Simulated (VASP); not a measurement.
# K2TlPbF6 (Fm-3m) in VASP: notebook

Runs on K2TlPbF6. Level: PBE. Tasks: single point.

Program: VASP 6.6.1. These are calculated values, not measurements. Logs are shortened: lines on timing, memory, paths and dates and some standing lists are left out, and cuts for length are marked.

## (1) The cell of the first run

Symmetry: Fm-3m, No. 225, cubic system. Conventional cell: a = 9.459 Å, b = 9.459 Å, c = 9.459 Å, α = 90.00°, β = 90.00°, γ = 90.00°. Tl (site symmetry m-3m) has 6 F at 2.55 Å within 3.4 Å. K (site symmetry -43m) has 12 F at 3.35 Å and 4 Tl at 4.10 Å and 4 Pb at 4.10 Å within 4.4 Å. F (site symmetry 4mm) has 1 Pb at 2.18 Å and 1 Tl at 2.55 Å within 2.9 Å. Pb (site symmetry m-3m) has 6 F at 2.18 Å within 2.9 Å.

## (2) Single point, PBE

INCAR reads:

```
SYSTEM = K2TlPbF6
PREC = Accurate
ENCUT = 520
EDIFF = 1E-6
ISMEAR = -1
SIGMA = 0.1
LREAL = .FALSE.
LASPH = .TRUE.
NELM = 80
ALGO = Normal
ISIF = 2
LWAVE = .FALSE.
LCHARG = .FALSE.
GGA = PE
NBANDS = 54
```

KPOINTS reads:

```
Automatic mesh
0
G
  4 4 4
  0 0 0
```

POSCAR reads:

```
K2TlPbF6
1.0
    0.0000000000      4.7293460000      4.7293460000
    4.7293460000      0.0000000000      4.7293460000
    4.7293460000      4.7293460000      0.0000000000
Tl K F Pb
1 2 6 1
Direct
    0.5000000000      0.5000000000      0.5000000000
    0.2500000000      0.2500000000      0.2500000000
    0.7500000000      0.7500000000      0.7500000000
    0.7700000000      0.2300000000      0.2300000000
    0.2300000000      0.7700000000      0.2300000000
    0.2300000000      0.7700000000      0.7700000000
    0.7700000000      0.2300000000      0.7700000000
    0.2300000000      0.2300000000      0.7700000000
    0.7700000000      0.7700000000      0.2300000000
    0.0000000000      0.0000000000      0.0000000000
```

Potentials or basis: VASP PAW PBE potentials, release 64 (Tl_d, K_sv, F, Pb_d).

Run with:

```bash
$ cat potpaw_PBE.64/Tl_d/POTCAR potpaw_PBE.64/K_sv/POTCAR potpaw_PBE.64/F/POTCAR potpaw_PBE.64/Pb_d/POTCAR > POTCAR
$ mpirun -np 1 vasp_std > vasp.out
```

OUTCAR:

```text
SYSTEM = K2TlPbF6
   PREC = Accurate
   ENCUT = 520
   EDIFF = 1E-6
   ISMEAR = -1
   LREAL = .FALSE.
   LASPH = .TRUE.
   NELM = 80
   ISIF = 2
   GGA = PE

 ion  position               nearest neighbor table
   1  0.500  0.500  0.500-   4 2.55   5 2.55   6 2.55   7 2.55   8 2.55   9 2.55
   2  0.250  0.250  0.250-
   3  0.750  0.750  0.750-
   4  0.770  0.230  0.230-  10 2.18   1 2.55
   5  0.230  0.770  0.230-  10 2.18   1 2.55
   6  0.230  0.770  0.770-  10 2.18   1 2.55
   7  0.770  0.230  0.770-  10 2.18   1 2.55
   8  0.230  0.230  0.770-  10 2.18   1 2.55
   9  0.770  0.770  0.230-  10 2.18   1 2.55
  10  0.000  0.000  0.000-   4 2.18   5 2.18   6 2.18   7 2.18   8 2.18   9 2.18

  LATTYP: Found a face centered cubic cell.
 ALAT       =     9.4586920000

  Lattice vectors:

 A1 = (   0.0000000000,   4.7293460000,   4.7293460000)
 A2 = (   4.7293460000,   0.0000000000,   4.7293460000)
 A3 = (   4.7293460000,   4.7293460000,   0.0000000000)

Analysis of symmetry for initial positions (statically):
=====================================================================
 Subroutine PRICEL returns:
 Original cell was already a primitive cell.

 Routine SETGRP: Setting up the symmetry group for a
 face centered cubic supercell.

 Subroutine GETGRP returns: Found 48 space group operations
 (whereof 48 operations were pure point group operations)
 out of a pool of 48 trial point group operations.

The static configuration has the point symmetry O_h .

Analysis of symmetry for dynamics (positions and initial velocities):
=====================================================================
 Subroutine PRICEL returns:
 Original cell was already a primitive cell.

 Routine SETGRP: Setting up the symmetry group for a
 face centered cubic supercell.

 Subroutine GETGRP returns: Found 48 space group operations
 (whereof 48 operations were pure point group operations)
 out of a pool of 48 trial point group operations.

The dynamic configuration has the point symmetry O_h .

 Subroutine INISYM returns: Found 48 space group operations
 (whereof 48 operations are pure point group operations),
 and found     1 'primitive' translations

----------------------------------------------------------------------------------------

                                     Primitive cell

  volume of cell :     211.5599

  direct lattice vectors                    reciprocal lattice vectors
     0.000000000  4.729346000  4.729346000    -0.105722863  0.105722863  0.105722863
     4.729346000  0.000000000  4.729346000     0.105722863 -0.105722863  0.105722863
     4.729346000  4.729346000  0.000000000     0.105722863  0.105722863 -0.105722863

  length of vectors
     6.688305254  6.688305254  6.688305254     0.183117371  0.183117371  0.183117371

  position of ions in fractional coordinates (direct lattice)
     0.500000000  0.500000000  0.500000000
     0.250000000  0.250000000  0.250000000
     0.750000000  0.750000000  0.750000000
     0.770000000  0.230000000  0.230000000
     0.230000000  0.770000000  0.230000000
     0.230000000  0.770000000  0.770000000
     0.770000000  0.230000000  0.770000000
     0.230000000  0.230000000  0.770000000
     0.770000000  0.770000000  0.230000000
     0.000000000  0.000000000  0.000000000

  ion indices of the primitive-cell ions
   primitive index   ion index
                 1           1
                 2           2
                 3           3
                 4           4
                 5           5
                 6           6
                 7           7
                 8           8
                 9           9
                10          10

----------------------------------------------------------------------------------------

 KPOINTS: Automatic mesh

Automatic generation of k-mesh.
 Grid dimensions read from file:
 generate k-points for:    4    4    4

 Generating k-lattice:

  Cartesian coordinates                     Fractional coordinates (reciprocal lattice)
    -0.026430716  0.026430716  0.026430716     0.250000000  0.000000000  0.000000000
     0.026430716 -0.026430716  0.026430716     0.000000000  0.250000000  0.000000000
     0.026430716  0.026430716 -0.026430716     0.000000000  0.000000000  0.250000000

  Length of vectors
     0.045779343  0.045779343  0.045779343

  Shift w.r.t. Gamma in fractional coordinates (k-lattice)
     0.000000000  0.000000000  0.000000000

 Subroutine IBZKPT returns following result:
 ===========================================

 Found      8 irreducible k-points:

 Following reciprocal coordinates:
            Coordinates               Weight
  0.000000  0.000000  0.000000      1.000000
  0.250000  0.000000  0.000000      8.000000
  0.500000  0.000000  0.000000      4.000000
  0.250000  0.250000  0.000000      6.000000
  0.500000  0.250000  0.000000     24.000000
 -0.250000  0.250000  0.000000     12.000000
  0.500000  0.500000  0.000000      3.000000
 -0.250000  0.500000  0.250000      6.000000
   k-points           NKPTS =      8   k-points in BZ     NKDIM =      8   number of bands    NBANDS=     54
   number of dos      NEDOS =    301   number of ions     NIONS =     10
   total plane-waves  NPLWV = 125000
   dimension x,y,z NGX =    50 NGY =   50 NGZ =   50
   dimension x,y,z NGXF=   100 NGYF=  100 NGZF=  100
   ions per type =               1   2   6   1
   NGX,Y,Z   is equivalent  to a cutoff of  12.43, 12.43, 12.43 a.u.
   NGXF,Y,Z  is equivalent  to a cutoff of  24.86, 24.86, 24.86 a.u.
 SYSTEM =  K2TlPbF6
   PREC   = accura    normal or accurate (medium, high low for compatibility)
   ISTART =      0    job   : 0-new  1-cont  2-samecut
   ICHARG =      2    charge: 1-file 2-atom 10-const
   ISPIN  =      1    spin polarized calculation?
   LNONCOLLINEAR =      F non collinear calculations
   LSORBIT =      F    spin-orbit coupling
   LASPH  =      T    aspherical Exc in radial PAW
   ENCUT  =  520.0 eV  38.22 Ry    6.18 a.u.  12.44 12.44 12.44*2*pi/ulx,y,z
   NELM   =     80;   NELMIN=  2; NELMDL= -5     # of ELM steps
   EDIFF  = 0.1E-05   stopping-criterion for ELM
   LREAL  =      F    real-space projection
   EDIFFG = 0.1E-04   stopping-criterion for IOM
   NSW    =      0    number of steps for IOM
   IBRION =     -1    ionic relax: 0-MD 1-quasi-New 2-CG
   NFREE  =      0    steps in history (QN), initial steepest desc. (CG)
   ISIF   =      2    stress and relaxation
   ISYM   =      2    0-nonsym 1-usesym 2-fastsym
   POTIM  = 0.5000    time-step for ionic-motion
   TEBEG  =    0.0;   TEEND  =   0.0 temperature during run
   PSTRESS=    0.0 pullay stress
   NELECT =      87.0000    total number of electrons
   NUPDOWN=      -1.0000    fix difference up-down
   EMIN   =  10.00;   EMAX   =-10.00  energy-range for DOS
   EFERMI =   0.00;   METHOD = LEGACY
   ISMEAR =    -1;   SIGMA  =   0.10  broadening in eV -4-tet -1-fermi 0-gaus
   EFERMI_NEDOS =   21; number of points for ismear=-14 and -15
   IALGO  =     38    algorithm
   IMIX   =      4    mixing-type and parameters
     AMIX     =   0.40;   BMIX     =  1.00
     AMIX_MAG =   1.60;   BMIX_MAG =  1.00
  volume/ion in A,a.u.               =      21.16       142.77
  Fermi-wavevector in a.u.,A,eV,Ry     =   1.217410  2.300571 20.165016  1.482087
  Thomas-Fermi vector in A             =   2.352731
   LORBIT       =      0    0 simple, 1 ext, 2 COOP (PROOUT), +10 PAW based schemes
   GGA     = PE    functional components
   LHFCALC =     F    Hartree Fock is set to
   AEXX    =    0.0000 exact exchange contribution
   IVDW    =     0    specifies the selected vdW correction
   LEPSILON=     F    determine dielectric tensor
   LRPA    =     F    only Hartree local field effects (RPA)
 non-spin polarized calculation
  energy-cutoff  :      520.00
  volume of cell :      211.56
 maximum number of plane-waves:      5769
 NGX is ok and might be reduce to    50
   NGX = 25   NGY = 25   NGZ = 25

 number of electron      87.0000086 magnetization

 Free energy of the ion-electron system (eV)
  ---------------------------------------------------
  ext. energy  EPLUGINS =         0.00000000
  ---------------------------------------------------
  free energy    TOTEN  =       -40.94675752 eV

  energy without entropy =      -40.85923919  energy(sigma->0) =      -40.90299836

 E-fermi :   1.5375     XC(G=0):  -8.1539

 val. band max:        1.4898707538   @ k =  -0.2500   0.2500   0.0000
 cond. band min:       1.8640865960   @ k =   0.5000   0.5000   0.0000
 fundamental gap:      0.3742158422
 Fermi energy:         1.5374714007

 k-point     1 :       0.0000    0.0000    0.0000
  band No.  band energies     occupation
      1     -29.0626      2.00000
      2     -29.0588      2.00000
      3     -21.6940      2.00000
      4     -21.5062      2.00000
      5     -21.5062      2.00000
      6     -21.3993      2.00000
[... 46 lines left out ...]
     53       8.6280      0.00000
     54       8.6443      0.00000

 k-point     2 :       0.2500    0.0000    0.0000
  band No.  band energies     occupation
      1     -29.0620      2.00000
      2     -29.0593      2.00000
      3     -21.6788      2.00000
      4     -21.5077      2.00000
      5     -21.5077      2.00000
      6     -21.4171      2.00000
[... 46 lines left out ...]
     53       8.2816      0.00000
     54       8.2851      0.00000
[... 283 lines left out ...]
     53       8.3105      0.00000
     54       8.4267      0.00000

 k-point     8 :      -0.2500    0.5000    0.2500
  band No.  band energies     occupation
      1     -29.0605      2.00000
      2     -29.0605      2.00000
      3     -21.6588      2.00000
      4     -21.5341      2.00000
      5     -21.5077      2.00000
      6     -21.4074      2.00000
[... 46 lines left out ...]
     53       7.9958      0.00000
     54       8.3813      0.00000

------------------------ aborting loop because EDIFF is reached ----------------------------------------

  FORCE on cell =-STRESS in cart. coord.  units (eV):
  Direction    XX          YY          ZZ          XY          YZ          ZX
  --------------------------------------------------------------------------------------
  -------------------------------------------------------------------------------------
  Total        5.3917747      5.3917747      5.3917747     -0.0000000      0.0000000     -0.0000000
  in kB       40.8327903     40.8327903     40.8327903     -0.0000000      0.0000000     -0.0000000
  external PRESSURE =      40.8327903 kB  Pullay stress =       0.0000000 kB

 VOLUME and BASIS-vectors are now :
 -----------------------------------------------------------------------------
  energy-cutoff  :      520.00
  volume of cell :      211.56
      direct lattice vectors                 reciprocal lattice vectors
     0.000000000  4.729346000  4.729346000    -0.105722863  0.105722863  0.105722863
     4.729346000  0.000000000  4.729346000     0.105722863 -0.105722863  0.105722863
     4.729346000  4.729346000  0.000000000     0.105722863  0.105722863 -0.105722863

 POSITION                                       TOTAL-FORCE (eV/Angst)
 -----------------------------------------------------------------------------------
      4.72935      4.72935      4.72935        -0.000000     -0.000000     -0.000000
      2.36467      2.36467      2.36467        -0.000000     -0.000000     -0.000000
      7.09402      7.09402      7.09402         0.000000     -0.000000     -0.000000
      2.17550      4.72935      4.72935         1.045898     -0.000000     -0.000000
      4.72935      2.17550      4.72935        -0.000000      1.045898     -0.000000
      7.28319      4.72935      4.72935        -1.045898     -0.000000     -0.000000
      4.72935      7.28319      4.72935        -0.000000     -1.045898     -0.000000
      4.72935      4.72935      2.17550        -0.000000     -0.000000      1.045898
      4.72935      4.72935      7.28319        -0.000000     -0.000000     -1.045898
      0.00000      0.00000      0.00000        -0.000000     -0.000000      0.000000
 -----------------------------------------------------------------------------------
    total drift:                               -0.000000      0.000000      0.000000

  FREE ENERGIE OF THE ION-ELECTRON SYSTEM (eV)
  ---------------------------------------------------
  free  energy   TOTEN  =       -40.9467575210 eV

  energy  without entropy=      -40.8592391907  energy(sigma->0) =      -40.90299836
```

Run time: 4.2 min. Hardware: 1 thread of Intel Xeon 8259CL, shared host; peak memory 0.39 GiB.

What came out:

```
Free energy            : -40.9468 eV
Pressure               : 4.1 GPa
Largest force          : 1.046 eV/Å
Band gap on the k mesh : zero (an odd number of electrons rules out a gap without spin polarisation)
```

Forces on the atoms (eV/Å):
```
Tl   0.000  0.000  0.000
K    0.000  0.000  0.000
K    0.000  0.000  0.000
F    1.046  0.000  0.000
F    0.000  1.046  0.000
F   -1.046  0.000  0.000
F    0.000 -1.046  0.000
F    0.000  0.000  1.046
F    0.000  0.000 -1.046
Pb   0.000  0.000  0.000
```

Levels at points of the mesh, in eV from the Fermi level:
```csv
k point,band 39,band 40,band 41,band 42,band 43,band 44,band 45,band 46,band 47,band 48
"(0.00, 0.00, 0.00)",-3.75,-3.75,-3.75,-3.75,-3.75,1.20,3.63,3.73,3.73,3.73
"(0.50, 0.00, 0.00)",-4.02,-3.85,-3.85,-3.84,-1.86,-0.50,4.00,4.45,4.61,4.61
"(0.50, 0.50, 0.00)",-3.94,-3.94,-3.76,-3.75,-1.44,0.33,3.16,4.07,4.07,5.32
```

Caveat: the cell stands under pressure; spin-orbit coupling is left out, which moves the levels of the heavy elements; an odd number of electrons without spin polarisation forces a metal; a magnetic or distorted state may lie lower.

## (3) Single point, PBE

INCAR reads:

```
ALGO = Normal
EDIFF = 1E-6
ENCUT = 520
GGA = PE
ISIF = 2
ISMEAR = -1
LASPH = T
LCHARG = F
LREAL = F
LWAVE = F
NBANDS = 54
NELM = 100
PREC = Accurate
SIGMA = 0.1
```

KPOINTS reads:

```
k-points
0
Gamma
  4 4 4
```

POSCAR is that of step 2.

Potentials or basis: VASP PAW PBE potentials, release 64 (Tl_d, K_sv, F, Pb_d).

Run with:

```bash
$ cat potpaw_PBE.64/Tl_d/POTCAR potpaw_PBE.64/K_sv/POTCAR potpaw_PBE.64/F/POTCAR potpaw_PBE.64/Pb_d/POTCAR > POTCAR
$ mpirun -np 1 vasp_std > vasp.out
```

Run time: 4.5 min. Hardware: 1 thread of Intel Xeon 8259CL, shared host; peak memory 0.39 GiB.

It converged, with:

| Quantity | Value |
| --- | --- |
| Free energy | -40.9468 eV |
| Pressure | 4.1 GPa |
| Largest force | 1.046 eV/Å |
| Band gap on the k mesh | zero (an odd number of electrons rules out a gap without spin polarisation) |

Forces on the atoms (eV/Å):
```
Tl   0.000  0.000  0.000
K    0.000  0.000  0.000
K    0.000  0.000  0.000
F    1.046  0.000  0.000
F    0.000  1.046  0.000
F   -1.046  0.000  0.000
F    0.000 -1.046  0.000
F    0.000  0.000  1.046
F    0.000  0.000 -1.046
Pb   0.000  0.000  0.000
```

Levels at points of the mesh, in eV from the Fermi level:
| k point | band 40 | band 41 | band 42 | band 43 | band 44 | band 45 | band 46 | band 47 |
| --- | --- | --- | --- | --- | --- | --- | --- | --- |
| (0.00, 0.00, 0.00) | -3.75 | -3.75 | -3.75 | -3.75 | 1.20 | 3.63 | 3.73 | 3.73 |
| (0.50, 0.00, 0.00) | -3.85 | -3.85 | -3.84 | -1.86 | -0.50 | 4.00 | 4.45 | 4.61 |
| (0.50, 0.50, 0.00) | -3.94 | -3.76 | -3.75 | -1.44 | 0.33 | 3.16 | 4.07 | 4.07 |

Caveat: the cell stands under pressure; spin-orbit coupling is left out, which moves the levels of the heavy elements; an odd number of electrons without spin polarisation forces a metal; a magnetic or distorted state may lie lower.

## (4) Single point, PBE

INCAR reads:

```
SYSTEM = K2TlPbF6
PREC = Accurate
ENCUT = 520
EDIFF = 1E-7
ISMEAR = 1
SIGMA = 0.15
LREAL = .False.
LASPH = .True.
NELM = 80
ALGO = Normal
ISIF = 2
LWAVE = .False.
LCHARG = .False.
GGA = PE
NBANDS = 54
ISYM = 0
```

KPOINTS reads:

```
Automatic mesh
0
Gamma
  4 4 4
  0.5 0.5 0.5
```

POSCAR is that of step 3.

Run with:

```bash
$ cat potpaw_PBE.64/Tl_d/POTCAR potpaw_PBE.64/K_sv/POTCAR potpaw_PBE.64/F/POTCAR potpaw_PBE.64/Pb_d/POTCAR > POTCAR
$ mpirun -np 1 vasp_std > vasp.out
```

Run time: 66 min. Hardware: 1 thread of Intel Xeon 8259CL, shared host; peak memory 1.3 GiB.

Results (log left out):

```
Free energy            : -40.9129 eV
Pressure               : 4.0 GPa
Largest force          : 1.087 eV/Å
Band gap on the k mesh : zero (an odd number of electrons rules out a gap without spin polarisation)
```

Forces on the atoms (eV/Å):
```
Tl   0.000  0.000  0.000
K    0.000  0.000  0.000
K    0.000  0.000  0.000
F    1.087  0.000  0.000
F    0.000  1.087  0.000
F   -1.087  0.000  0.000
F    0.000 -1.087  0.000
F    0.000  0.000  1.087
F    0.000  0.000 -1.087
Pb   0.000  0.000  0.000
```

Levels at points of the mesh, in eV from the Fermi level:
| k point | band 40 | band 41 | band 42 | band 43 | band 44 | band 45 | band 46 | band 47 | band 48 | band 49 |
| --- | --- | --- | --- | --- | --- | --- | --- | --- | --- | --- |
| (0.12, 0.12, 0.12) | -3.75 | -3.75 | -3.75 | -3.55 | 1.00 | 3.65 | 3.84 | 3.84 | 3.98 | 5.53 |

Caveat: the cell stands under pressure; spin-orbit coupling is left out, which moves the levels of the heavy elements; an odd number of electrons without spin polarisation forces a metal; a magnetic or distorted state may lie lower.
